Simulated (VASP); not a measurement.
FeO:

```xyz
2
Lattice="0.0000 2.3819 2.3819 2.3819 0.0000 2.3819 2.3819 2.3819 0.0000" Properties=species:S:1:pos:R:3 pbc="T T T"
Fe    0.0000    0.0000    0.0000
O     1.1909    1.1909    1.1909
```

Base run:

| Item | Value |
| --- | --- |
| Program | VASP 6.6.1 |
| Functional | PBE |
| Potentials or basis | VASP PAW PBE potentials, release 64 (Fe, O) |
| Cutoff | 520 eV |
| k mesh | 10 × 10 × 10 |
| Occupations | fermi-dirac, width 0.05 eV |
| Spin | collinear spin, ferromagnetic start |
| Starting moments | [3.0, 0.0] μB |

Its results: band gap on the k mesh zero (filled and empty bands overlap); pressure -11.8 GPa; net moment 4.02 μB per cell; site moments Fe +3.62; O +0.29 μB.

Task: The run is repeated on the same cell with these changes: potentials or basis from VASP PAW PBE potentials, release 64 (Fe, O) to VASP PAW PBE potentials, release 64 (Fe_sv, O); cutoff from 520 eV to 600 eV; further incar settings from ALGO = Normal; EDIFF = 1e-06; NBANDS = 18 to ALGO = Normal; EDIFF = 1e-06; NBANDS = 22; valence electrons from 14 to 22. What comes out?

Result: Band gap on the k mesh zero (filled and empty bands overlap); pressure -13.9 GPa; net moment 4.03 μB per cell; site moments Fe +3.47; O +0.28 μB.

Caveats: a cell with one magnetic atom can't hold antiferromagnetic order, which such compounds often take; semilocal functionals often make such compounds metallic where correlation or magnetic order opens a gap, which also shifts bond lengths.
